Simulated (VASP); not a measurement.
Input of a VASP 6.6.1 run:

File POSCAR:

```
Na2ClF
1.0
    1.8106869146      1.0454005775      5.9206591818
   -1.8106869146      1.0454005775      5.9206591818
    0.0000000000     -2.0908011551      5.9206591818
F Cl Na
1 1 2
Direct
    1.0000000000      0.0000000000      0.0000000000
    0.5000000000      0.5000000000      0.5000000000
    0.2634375879      0.2634375879      0.2634375879
    0.7365624121      0.7365624121      0.7365624121
```

The input INCAR.step1:

```
SYSTEM = Na2ClF
PREC = Accurate
ENCUT = 500
EDIFF = 1E-8
ISMEAR = 0
SIGMA = 0.01
LREAL = .False.
LASPH = .True.
NELM = 80
ALGO = Normal
LWAVE = .True.
LCHARG = .False.
GGA = PE
```

The input INCAR.step2:

```
SYSTEM = Na2ClF
PREC = Accurate
ENCUT = 500
EDIFF = 1E-8
ISMEAR = 0
SIGMA = 0.01
LREAL = .False.
LASPH = .True.
NELM = 1
ALGO = Exact
LWAVE = .True.
LCHARG = .False.
GGA = PE
NBANDS = 268
LOPTICS = .True.
ISTART = 1
```

The input INCAR.step3:

```
SYSTEM = Na2ClF
PREC = Accurate
ENCUT = 500
EDIFF = 1E-8
ISMEAR = 0
SIGMA = 0.01
LREAL = .False.
LASPH = .True.
ALGO = EVGW0
LWAVE = .False.
LCHARG = .False.
GGA = PE
NELMGW = 1
NBANDS = 268
ENCUTGW = 140.0
NOMEGA = 48
PRECFOCK = Fast
ISTART = 1
NBANDSGW = 24
```

KPOINTS

```
regular mesh
0
Gamma
  4 4 4
  0 0 0
```

Potentials or basis: VASP PAW PBE potentials, release 64 (F_GW, Cl_GW, Na_sv_GW).

The run is started by

```sh
$ cat potpaw_PBE.64/F_GW/POTCAR potpaw_PBE.64/Cl_GW/POTCAR potpaw_PBE.64/Na_sv_GW/POTCAR > POTCAR
$ cp INCAR.step1 INCAR
$ mpirun -np 1 vasp_std > vasp.out
$ cp INCAR.step2 INCAR
$ mpirun -np 1 vasp_std > vasp.out
$ cp INCAR.step3 INCAR
$ mpirun -np 1 vasp_std > vasp.out
```

Problem. Estimate the quasiparticle gap.

Solution. 7.52 eV.

Problem. Predict the least direct quasiparticle gap.

Solution. 7.52 eV.

Problem. What does it give for the band gap on the k mesh, mean-field level?

Solution. 4.35 eV, direct.

Caveat: the k points lie up to 0.51 Å⁻¹ apart; bands, screening cutoff and mesh are small and nothing is extrapolated, so the quasiparticle values aren't converged.
